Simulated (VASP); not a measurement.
# CdSi2 (I4/mcm) in VASP: a series of runs

CdSi2 is run at these levels: PBE; tasks: single point, relaxation of cell and atoms.

All numbers are computed with VASP 6.6.1; they aren't measurements. Logs are shortened: lines on timing, memory, paths and dates and some standing lists are left out, and cuts for length are marked.

## Step 1: The cell of the first run

The structure is tetragonal, space group I4/mcm (No. 140). The conventional cell has a = 5.961 Å, b = 5.961 Å, c = 5.246 Å, α = 90.00°, β = 90.00°, γ = 90.00°. Within 3.4 Å of Cd (site symmetry 422) lie 8 Si at 2.60 Å and 2 Cd at 2.62 Å. Si (site symmetry m2m) has 4 Cd at 2.60 Å and 11 Si at 2.66 to 3.23 Å within 3.4 Å.

The cell was built from a structure type or drawn by symmetry, and may not be a known phase.

## Step 2: Single point, PBE

The input, INCAR:

```
SYSTEM = CdSi2
PREC = Accurate ; ENCUT = 520
EDIFF = 1E-6 ; ISMEAR = 0
SIGMA = 0.1 ; LREAL = .False.
LASPH = .True. ; NELM = 60
ALGO = Normal ; ISIF = 2
LWAVE = .False. ; LCHARG = .False.
GGA = PE ; NBANDS = 29
```

The input, KPOINTS:

```
regular mesh
0
Gamma
  4 4 4
  0 0 0
```

The input, POSCAR:

```
CdSi2
1.0
   -2.9805377500      2.9805377500      2.6229270600
    2.9805377500     -2.9805377500      2.6229270600
    2.9805377500      2.9805377500     -2.6229270600
Cd Si
2 4
Direct
    0.2500000000      0.2500000000      0.0000000000
    0.7500000000      0.7500000000      0.0000000000
    0.6579999900      0.1579999900      0.8159999800
    0.1579999900      0.3420000100      0.5000000000
    0.3420000100      0.8420000100      0.1840000200
    0.8420000100      0.6579999900      0.5000000000
```

Potentials or basis: VASP PAW PBE potentials, release 64 (Cd, Si).

On the command line:

```sh
> cat potpaw_PBE.64/Cd/POTCAR potpaw_PBE.64/Si/POTCAR > POTCAR
> mpirun -np 1 vasp_std > vasp.out
```

OUTCAR:

```text
SYSTEM = CdSi2
   PREC = Accurate
   ENCUT = 520
   EDIFF = 1E-6
   ISMEAR = 0
   LREAL = .False.
   LASPH = .True.
   NELM = 60
   ISIF = 2
   GGA = PE

 ion  position               nearest neighbor table
   1  0.250  0.250  0.000-   6 2.60   5 2.60   3 2.60   4 2.60   5 2.60   4 2.60   6 2.60   3 2.60
                             2 2.62   2 2.62
   2  0.750  0.750  0.000-   5 2.60   4 2.60   3 2.60   5 2.60   6 2.60   6 2.60   3 2.60   4 2.60
                             1 2.62   1 2.62
   3  0.658  0.158  0.816-   1 2.60   2 2.60   1 2.60   2 2.60   5 2.66   5 3.05   5 3.05
   4  0.158  0.342  0.500-   2 2.60   1 2.60   1 2.60   2 2.60   6 2.66   6 3.05   6 3.05
   5  0.342  0.842  0.184-   1 2.60   2 2.60   1 2.60   2 2.60   3 2.66   3 3.05   3 3.05
   6  0.842  0.658  0.500-   1 2.60   2 2.60   2 2.60   1 2.60   4 2.66   4 3.05   4 3.05

  LATTYP: Found a body centered tetragonal cell.
 ALAT       =     5.9610755000
 C/A-ratio  =     0.8800180639

  Lattice vectors:

 A1 = (  -2.9805377500,   2.9805377500,   2.6229270600)
 A2 = (   2.9805377500,  -2.9805377500,   2.6229270600)
 A3 = (   2.9805377500,   2.9805377500,  -2.6229270600)

Analysis of symmetry for initial positions (statically):
=====================================================================
 Subroutine PRICEL returns:
 Original cell was already a primitive cell.

 Routine SETGRP: Setting up the symmetry group for a
 body centered tetragonal supercell.

 Subroutine GETGRP returns: Found 16 space group operations
 (whereof  8 operations were pure point group operations)
 out of a pool of 16 trial point group operations.

The static configuration has the point symmetry C_4h.
 The point group associated with its full space group is D_4h.

Analysis of symmetry for dynamics (positions and initial velocities):
=====================================================================
 Subroutine PRICEL returns:
 Original cell was already a primitive cell.

 Routine SETGRP: Setting up the symmetry group for a
 body centered tetragonal supercell.

 Subroutine GETGRP returns: Found 16 space group operations
 (whereof  8 operations were pure point group operations)
 out of a pool of 16 trial point group operations.

The dynamic configuration has the point symmetry C_4h.
 The point group associated with its full space group is D_4h.

 Subroutine INISYM returns: Found 16 space group operations
 (whereof  8 operations are pure point group operations),
 and found     1 'primitive' translations

----------------------------------------------------------------------------------------

                                     Primitive cell

  volume of cell :      93.2042

  direct lattice vectors                    reciprocal lattice vectors
    -2.980537750  2.980537750  2.622927060     0.000000000  0.167754963  0.190626727
     2.980537750 -2.980537750  2.622927060     0.167754963  0.000000000  0.190626727
     2.980537750  2.980537750 -2.622927060     0.167754963  0.167754963  0.000000000

  length of vectors
     4.964570165  4.964570165  4.964570165     0.253929669  0.253929669  0.237241344

  position of ions in fractional coordinates (direct lattice)
     0.250000000  0.250000000  0.000000000
     0.750000000  0.750000000  0.000000000
     0.657999990  0.157999990  0.815999980
     0.157999990  0.342000010  0.500000000
     0.342000010  0.842000010  0.184000020
     0.842000010  0.657999990  0.500000000

  ion indices of the primitive-cell ions
   primitive index   ion index
                 1           1
                 2           2
                 3           3
                 4           4
                 5           5
                 6           6

----------------------------------------------------------------------------------------

 KPOINTS: regular mesh

Automatic generation of k-mesh.
 Grid dimensions read from file:
 generate k-points for:    4    4    4

 Generating k-lattice:

  Cartesian coordinates                     Fractional coordinates (reciprocal lattice)
[... 44 lines left out ...]
   LEPSILON=     F    determine dielectric tensor
   LRPA    =     F    only Hartree local field effects (RPA)
 non-spin polarized calculation
 Gauss-broadening in eV      SIGMA  =   0.10
  energy-cutoff  :      520.00
  volume of cell :       93.20
 maximum number of plane-waves:      2529
 NGX is ok and might be reduce to    40
   NGX = 19   NGY = 19   NGZ = 19

 number of electron      39.9999998 magnetization

 Free energy of the ion-electron system (eV)
  ---------------------------------------------------
  ext. energy  EPLUGINS =         0.00000000
  ---------------------------------------------------
  free energy    TOTEN  =       -16.43468336 eV

  energy without entropy =      -16.41747674  energy(sigma->0) =      -16.42608005

 E-fermi :   8.2229     XC(G=0): -11.5286

 val. band max:        8.2039931729   @ k =   0.5000   0.0000   0.0000
 cond. band min:       8.3239216349   @ k =  -0.2500   0.5000   0.2500
 fundamental gap:      0.1199284620
 Fermi energy:         8.2228669551

 k-point     1 :       0.0000    0.0000    0.0000
  band No.  band energies     occupation
      1      -5.2226      2.00000
      2      -3.3668      2.00000
      3      -3.3479      2.00000
      4      -3.3479      2.00000
      5      -2.8584      2.00000
      6      -2.1308      2.00000
[... 21 lines left out ...]
     28      13.4662      0.00000
     29      16.8811      0.00000

 k-point     2 :       0.2500    0.0000    0.0000
  band No.  band energies     occupation
      1      -4.6144      2.00000
      2      -3.1919      2.00000
      3      -3.1403      2.00000
      4      -3.0584      2.00000
      5      -2.7189      2.00000
      6      -2.1405      2.00000
[... 21 lines left out ...]
     28      13.8410      0.00000
     29      14.6423      0.00000

 k-point     3 :       0.5000    0.0000    0.0000
  band No.  band energies     occupation
      1      -3.2290      2.00000
      2      -3.2290      2.00000
      3      -2.6357      2.00000
      4      -2.6357      2.00000
      5      -2.2318      2.00000
      6      -2.2318      2.00000
[... 286 lines left out ...]
      5      -2.3389      2.00000
      6      -2.3199      2.00000
[... 21 lines left out ...]
     28      13.5909      0.00000
     29      14.6511      0.00000

 k-point    13 :       0.5000    0.5000    0.5000
  band No.  band energies     occupation
      1      -3.5237      2.00000
      2      -3.0423      2.00000
      3      -3.0423      2.00000
      4      -2.9872      2.00000
      5      -2.0796      2.00000
      6      -2.0588      2.00000
[... 21 lines left out ...]
     28      15.1513      0.00000
     29      15.9492      0.00000

------------------------ aborting loop because EDIFF is reached ----------------------------------------

  FORCE on cell =-STRESS in cart. coord.  units (eV):
  Direction    XX          YY          ZZ          XY          YZ          ZX
  --------------------------------------------------------------------------------------
  -------------------------------------------------------------------------------------
  Total       14.9280218     14.9280218     22.6990706      0.0000000     -0.0000000      0.0000000
  in kB      256.6122496    256.6122496    390.1963466      0.0000000     -0.0000000      0.0000000
  external PRESSURE =     301.1402819 kB  Pullay stress =       0.0000000 kB

 VOLUME and BASIS-vectors are now :
 -----------------------------------------------------------------------------
  energy-cutoff  :      520.00
  volume of cell :       93.20
      direct lattice vectors                 reciprocal lattice vectors
    -2.980537750  2.980537750  2.622927060     0.000000000  0.167754963  0.190626727
     2.980537750 -2.980537750  2.622927060     0.167754963  0.000000000  0.190626727
     2.980537750  2.980537750 -2.622927060     0.167754963  0.167754963  0.000000000

 POSITION                                       TOTAL-FORCE (eV/Angst)
 -----------------------------------------------------------------------------------
      0.00000      0.00000      1.31146        -0.000000     -0.000000      0.000000
      0.00000      0.00000      3.93439         0.000000     -0.000000      0.000000
      0.94185      3.92239      0.00000        -1.268170     -1.268170      0.000000
      2.03869      0.94185      0.00000         1.268170     -1.268170      0.000000
      2.03869     -0.94185      2.62293         1.268170      1.268170     -0.000000
      0.94185      2.03869      2.62293        -1.268170      1.268170     -0.000000
 -----------------------------------------------------------------------------------
    total drift:                               -0.000000     -0.000000      0.000000

  FREE ENERGIE OF THE ION-ELECTRON SYSTEM (eV)
  ---------------------------------------------------
  free  energy   TOTEN  =       -16.4346833586 eV

  energy  without entropy=      -16.4174767388  energy(sigma->0) =      -16.42608005
```

Run time: 74 s. Hardware: 1 thread of Intel Xeon 8259CL, shared host; peak memory 0.24 GiB.

Results:

* Free energy: -16.4347 eV
* Pressure: 30.1 GPa
* Largest force: 1.793 eV/Å
* Band gap on the k mesh: zero (bands 20 and 21 overlap by 3.73 eV)

Forces in eV/Å, atoms in the order of the input:
```
Cd   0.000  0.000  0.000
Cd   0.000  0.000  0.000
Si  -1.268 -1.268  0.000
Si   1.268 -1.268  0.000
Si   1.268  1.268  0.000
Si  -1.268  1.268  0.000
```

Stress tensor (GPa, compression positive):
```
25.66  0.00  0.00
 0.00 25.66  0.00
 0.00  0.00 39.02
```

Caveat: the k points lie up to 0.40 Å⁻¹ apart, too coarse for converged energies and pressures of a metal; forces of over 1 eV/Å act on the atoms, so gaps and moduli don't describe the material at rest.

## Step 3: Single point, PBE

This run uses another cell than the first one, of 19.55 Å³/atom.

The input, INCAR:

```
  PREC = Accurate
  ENCUT = 520
  EDIFF = 1E-6
  ISMEAR = 0
  SIGMA = 0.1
  LREAL = F
  LASPH = T
  NELM = 100
  ALGO = Normal
  ISIF = 2
  LWAVE = F
  LCHARG = F
  GGA = PE
  NBANDS = 29
```

The input, KPOINTS:

```
Automatic mesh
0
Gamma
  4 4 4
```

The input, POSCAR:

```
CdSi2
1.0
   -3.0688154116      3.0688154116      3.1141091288
    3.0688154116     -3.0688154116      3.1141091288
    3.0688154116      3.0688154116     -3.1141091288
Cd Si
2 4
Direct
    0.2500000000      0.2500000000      0.0000000000
    0.7500000000      0.7500000000      0.0000000000
    0.6379604495      0.1379604495      0.7759208989
    0.1379604495      0.3620395505      0.5000000000
    0.3620395505      0.8620395505      0.2240791011
    0.8620395505      0.6379604495      0.5000000000
```

Potentials or basis: VASP PAW PBE potentials, release 64 (Cd, Si).

On the command line:

```sh
> cat potpaw_PBE.64/Cd/POTCAR potpaw_PBE.64/Si/POTCAR > POTCAR
> mpirun -np 1 vasp_std > vasp.out
```

It took 94 s on 1 thread of Intel Xeon 8259CL, shared host; peak memory 0.25 GiB.

It converged, with:

| Property | Result |
| --- | --- |
| Free energy | -19.2467 eV |
| Pressure | 0.3 GPa |
| Largest force | 0.020 eV/Å |
| Band gap on the k mesh | zero (bands 20 and 21 overlap by 2.38 eV) |

Forces in eV/Å, atoms in the order of the input:
```
Cd   0.000  0.000  0.000
Cd   0.000  0.000  0.000
Si  -0.014 -0.014  0.000
Si   0.014 -0.014  0.000
Si   0.014  0.014  0.000
Si  -0.014  0.014  0.000
```

Stress tensor (GPa, compression positive):
```
0.21 0.00 0.00
0.00 0.21 0.00
0.00 0.00 0.50
```

Levels at points of the mesh, in eV from the Fermi level:
```
           k point  band 18  band 19  band 20  band 21  band 22  band 23
(0.00, 0.00, 0.00)    -2.57    -2.13    -2.03    -2.03    -1.87    -0.83
(0.50, 0.00, 0.00)    -1.44    -1.04    -1.04     1.17     1.17     1.94
(0.50, 0.50, 0.00)    -1.37    -1.26    -0.75    -0.04     2.05     2.39
(0.50, 0.50, 0.50)    -1.03    -0.02    -0.02     1.42     1.42     1.97
```

## Step 4: Relaxation of cell and atoms, PBE

The input, INCAR:

```
PREC = Accurate
ENCUT = 600
EDIFF = 1E-7
ISMEAR = 0
SIGMA = 0.1
LREAL = F
LASPH = T
NELM = 80
ALGO = Normal
ISIF = 3
LWAVE = F
LCHARG = F
GGA = PE
IBRION = 2
NSW = 90
EDIFFG = -0.04
```

The input, KPOINTS:

```
regular mesh
0
Gamma
  4 4 4
```

The input, POSCAR:

```
CdSi2
1.0
   -2.9805377500      2.9805377500      2.6229270600
    2.9805377500     -2.9805377500      2.6229270600
    2.9805377500      2.9805377500     -2.6229270600
Cd Si
2 4
Direct
    0.2500000000      0.2500000000      0.0000000000
    0.7500000000      0.7500000000      0.0000000000
    0.6579999900      0.1579999900      0.8159999800
    0.1579999900      0.3420000100      0.5000000000
    0.3420000100      0.8420000100      0.1840000200
    0.8420000100      0.6579999900      0.5000000000
```

On the command line:

```sh
> cat potpaw_PBE.64/Cd/POTCAR potpaw_PBE.64/Si/POTCAR > POTCAR
> mpirun -np 1 vasp_std > vasp.out
```

Run time: 8.5 min. Hardware: 1 thread of Intel Xeon 8259CL, shared host; peak memory 0.26 GiB.

The run converged. Its results:

```
Free energy                           : -19.2406 eV
Relaxed volume                        : 19.66 Å³/atom
Relaxed cell                          : a = 5.352 Å, b = 5.352 Å, c = 5.352 Å, α = 109.84°, β = 109.84°, γ = 108.74°
Space group after relaxing (to 0.1 Å) : I4/mcm (No. 140)
Energy gained by relaxing             : 467.7 meV/atom
Ionic steps                           : 11
Pressure after relaxing               : -0.1 GPa
Largest force after relaxing          : 0.016 eV/Å
Band gap on the k mesh                : zero (bands 20 and 21 overlap by 2.34 eV)
```

Forces on the atoms (eV/Å):
```
Cd   0.000  0.000  0.000
Cd   0.000  0.000  0.000
Si   0.011  0.011  0.000
Si  -0.011  0.011  0.000
Si  -0.011 -0.011  0.000
Si   0.011 -0.011  0.000
```

Stress tensor (GPa, compression positive):
```
-0.14  0.00  0.00
 0.00 -0.14  0.00
 0.00  0.00  0.12
```

Step by step:
| step | energy change (eV) | largest force (eV/Å) | pressure (GPa) | volume (Å³) |
| --- | --- | --- | --- | --- |
| 1 | 0.0000 | 1.7935 | 30.08 | 93.20 |
| 2 | -1.9226 | 0.4435 | -7.21 | 138.20 |
| 3 | -2.3196 | 0.6576 | -1.09 | 120.77 |
| 4 | -2.4520 | 0.6704 | -0.65 | 119.32 |
| 5 | -2.7875 | 0.0762 | 1.89 | 114.77 |
| 6 | -2.7855 | 0.1798 | 1.18 | 115.47 |
| 7 | -2.7899 | 0.0343 | 1.57 | 115.06 |
| 8 | -2.7996 | 0.1721 | -0.39 | 119.09 |
| 9 | -2.8045 | 0.1010 | 0.28 | 117.55 |
| 10 | -2.8057 | 0.0172 | -0.19 | 118.16 |
| 11 | -2.8059 | 0.0160 | -0.05 | 117.98 |

Final structure:
```cif
data_structure
_symmetry_space_group_name_H-M 'P 1'
_symmetry_Int_Tables_number 1
_cell_length_a 5.3517
_cell_length_b 5.3517
_cell_length_c 5.3517
_cell_angle_alpha 109.839
_cell_angle_beta 109.839
_cell_angle_gamma 108.737
_cell_volume 117.98
loop_
_atom_site_label
_atom_site_type_symbol
_atom_site_fract_x
_atom_site_fract_y
_atom_site_fract_z
_atom_site_occupancy
Cd1 Cd 0.25000 0.25000 0.00000 1
Cd2 Cd 0.75000 0.75000 0.00000 1
Si1 Si 0.63748 0.13748 0.77497 1
Si2 Si 0.13748 0.36252 0.50000 1
Si3 Si 0.36252 0.86252 0.22503 1
Si4 Si 0.86252 0.63748 0.50000 1
```

Levels at points of the mesh, in eV from the Fermi level:
```csv
k point,band 17,band 18,band 19,band 20,band 21,band 22,band 23,band 24
"(0.00, 0.00, 0.00)",-2.55,-2.55,-2.11,-1.99,-1.99,-1.88,-0.81,2.19
"(0.50, 0.00, 0.00)",-1.42,-1.42,-1.03,-1.03,1.16,1.16,1.94,1.94
"(0.50, 0.50, 0.00)",-2.40,-1.35,-1.27,-0.77,-0.05,2.05,2.39,2.42
"(0.50, 0.50, 0.50)",-1.52,-1.01,-0.03,-0.03,1.42,1.42,1.97,2.98
```

Caveat: the k points lie up to 0.36 Å⁻¹ apart in the final cell, too coarse for converged energies and pressures of a metal; the volume moved by over 15 % at a fixed basis, so the end points are rough.

## Step 5: Single point, PBE

This run uses another cell than the first one, of 19.69 Å³/atom.

The input, INCAR:

```
PREC = Accurate
ENCUT = 520
EDIFF = 1E-7
ISMEAR = 0
SIGMA = 0.1
LREAL = False
LASPH = True
NELM = 80
ALGO = Normal
ISIF = 2
LWAVE = False
LCHARG = False
GGA = PE
NBANDS = 29
```

The input, KPOINTS:

```
Automatic mesh
0
Gamma
  10 10 10
```

The input, POSCAR:

```
CdSi2
1.0
   -3.2240824988      3.2240824988      2.8417197706
    3.2240824988     -3.2240824988      2.8417197706
    3.2240824988      3.2240824988     -2.8417197706
Cd Si
2 4
Direct
    0.2500000000      0.2500000000      0.0000000000
    0.7500000000      0.7500000000      0.0000000000
    0.6314430009      0.1314430009      0.7628860018
    0.1314430009      0.3685569991      0.5000000000
    0.3685569991      0.8685569991      0.2371139982
    0.8685569991      0.6314430009      0.5000000000
```

On the command line:

```sh
> cat potpaw_PBE.64/Cd/POTCAR potpaw_PBE.64/Si/POTCAR > POTCAR
> mpirun -np 1 vasp_std > vasp.out
```

Wall time 8.7 min (1 thread of Intel Xeon 8259CL, shared host); peak memory 0.43 GiB.

It converged, with:

| Quantity | Value |
| --- | --- |
| Free energy | -19.1858 eV |
| Pressure | 0.2 GPa |
| Largest force | 0.017 eV/Å |
| Band gap on the k mesh | zero (bands 20 and 21 overlap by 2.47 eV) |

Forces in eV/Å, atoms in the order of the input:
```
Cd   0.000  0.000  0.000
Cd   0.000  0.000  0.000
Si  -0.012 -0.012  0.000
Si   0.012 -0.012  0.000
Si   0.012  0.012  0.000
Si  -0.012  0.012  0.000
```

Levels at points of the mesh, in eV from the Fermi level:
```tsv
k point	band 16	band 17	band 18	band 19	band 20	band 21	band 22	band 23	band 24	band 25
(0.00, 0.00, 0.00)	-2.59	-2.58	-2.39	-2.35	-2.35	-1.85	-1.85	-0.09	2.58	3.48
(0.50, 0.00, 0.00)	-4.68	-1.54	-1.54	-0.41	-0.41	0.47	0.47	2.51	2.51	2.97
(0.50, 0.50, 0.00)	-2.99	-2.61	-2.02	-1.95	-1.34	0.06	1.76	2.46	2.59	2.61
(0.50, 0.50, 0.50)	-4.91	-1.47	-0.62	0.14	0.14	1.12	1.12	2.10	2.49	3.76
```

## Step 6: Summary

| task | cell | k mesh | cutoff (eV) | gap on the mesh (eV) | pressure (GPa) | largest force (eV/Å) |
| --- | --- | --- | --- | --- | --- | --- |
| single point | a = 4.965 Å, angles 106.2, 106.2, 116.2°, 6 atoms, atomic positions A | 4 × 4 × 4 | 520 | none | 30.1 | 1.79 |
| single point | a = 5.342 Å, angles 109.9, 109.9, 108.7°, 6 atoms, atomic positions B | 4 × 4 × 4 | 520 | none | 0.3 | 0.02 |
| relaxation of cell and atoms | relaxed from a = 4.965 Å, angles 106.2, 106.2, 116.2°, 6 atoms, atomic positions A | 4 × 4 × 4 | 600 | none | -0.1 | 0.02 |
| single point | a = 5.373 Å, angles 106.2, 106.2, 116.1°, 6 atoms, atomic positions C | 10 × 10 × 10 | 520 | none | 0.2 | 0.02 |

Alike in all rows: level PBE; potentials or basis VASP PAW PBE potentials, release 64 (Cd, Si); no spin polarisation; smearing gaussian 0.1 eV.

Caveats: some runs use coarse meshes; forces of over 1 eV/Å act on the atoms, so gaps and moduli don't describe the material at rest (at least some runs); the volume moved by over 15 % at a fixed basis, so the end points are rough (at least some runs).

Absolute energies hang on the potentials; compare differences alone.
